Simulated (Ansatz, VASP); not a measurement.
## Two plane-wave programs on CaSe

Contents of INCAR:

```
  PREC = Accurate
  ENCUT = 520
  EDIFF = 1E-6
  ISMEAR = 0
  SIGMA = 0.05
  LREAL = False
  LASPH = True
  NELM = 60
  ALGO = Normal
  ISIF = 2
  LWAVE = False
  LCHARG = False
  NBANDS = 15
```

KPOINTS

```
Automatic mesh
0
Gamma
  8 8 8
```

Contents of POSCAR:

```
CaSe
1.0
    0.0000000000      3.1968067103      3.5164873813
    3.1968067103      0.0000000000      3.5164873813
    3.1968067103      3.1968067103      0.0000000000
Ca Se
1 1
Direct
    0.0000000000      0.0000000000      0.0000000000
    0.7500000000      0.7500000000      0.7500000000
```

Input for Ansatz:

```yaml
crystal:
  lattice:
    - [0.0, 3.1968067103, 3.5164873813]
    - [3.1968067103, 0.0, 3.5164873813]
    - [3.1968067103, 3.1968067103, 0.0]
  atoms:
    - { symbol: Ca, position: [0.0, 0.0, 0.0] }
    - { symbol: Se, position: [0.75, 0.75, 0.75] }
basis:
  ecutwfc: 420
kpoints:
  mp_grid: { grid: [8, 8, 8] }
hamiltonian:
  xc: lda
scf:
  occupations: { method: gaussian, width: 0.05 }
output:
  forces: true
  stress: true
  eigenvalues: true
```

Alike in both runs: task single point; functional LDA; k mesh 8 × 8 × 8; occupations gaussian, width 0.05 eV; no spin polarisation.

```csv
,VASP,Ansatz
version,VASP 6.6.1,Ansatz 0.2.0
potentials or method,"VASP PAW LDA potentials, release 64 (Ca_sv, Se), cutoff 520 eV","scalar-relativistic, plane waves, PAW"
valence electrons in the cell,16,26
```

|  | VASP | Ansatz | Ansatz less VASP |
| --- | --- | --- | --- |
| gap on the k mesh at the Fermi level (eV) | 2.70 | 2.69 | -0.013 |
| least direct gap on the mesh (eV) | 2.89 | 2.87 | -0.016 |
| pressure (GPa) | -2.7 | -2.9 | -0.12 |
| traceless stress, the component that is largest in VASP (GPa) | -0.76 | -0.78 | -0.019 |

LDA's correlation is that of Perdew and Zunger in VASP and of Perdew and Wang (1992) in Ansatz. VASP's potentials hold 16 valence electrons a cell and Ansatz's 26, so a difference there can come from the potentials and not from the codes.
